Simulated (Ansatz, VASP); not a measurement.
One calculation of Sn2Sb2Te, two programs

```xyz
5
Lattice="0.0000 6.9809 3.0896 3.0897 0.0000 3.0896 3.0897 6.9809 0.0000" Properties=species:S:1:pos:R:3 pbc="T T T"
Sn    3.0897    9.1301    3.0835
Sn    3.0897    4.8317    3.0835
Sb    1.5449    3.4905    1.5336
Sb    4.6346   10.4714    4.6232
Te    3.0897    6.9809    6.1520
```

Change from the starting cell: species swapped into the Bi2TeO2 type (Fmm2, No. 42).

Alike in both runs: task relaxation of cell and atoms; functional PBE; k mesh 4 × 4 × 4; occupations gaussian, width 0.1 eV; no spin polarisation.

```csv
,VASP,Ansatz
version,VASP 6.6.1,Ansatz 0.2.0
potentials or method,"VASP PAW PBE potentials, release 64 (Sn_d, Sb, Te), cutoff 600 eV","scalar-relativistic, plane waves, PAW"
valence electrons in the cell,44,74
```

Ansatz gave:

- gap on the k mesh at the Fermi level, each at its own relaxed structure (eV): none
- relaxed volume (Å³/atom): 31.24
- relaxed length of the cell vector where the two differ most in proportion (Å): 4.361

Question: Estimate VASP's values.

Answer: gap on the k mesh at the Fermi level, each at its own relaxed structure (eV): none; relaxed volume (Å³/atom): 30.60; relaxed length of the cell vector where the two differ most in proportion (Å): 4.285.

A gap of «none» marks a metal or a gap that the smearing closes. VASP's potentials hold 44 valence electrons a cell and Ansatz's 74, so a difference there can come from the potentials and not from the codes.

The k mesh is coarse, so the values compare programs but aren't converged. Spin-orbit coupling is off throughout.
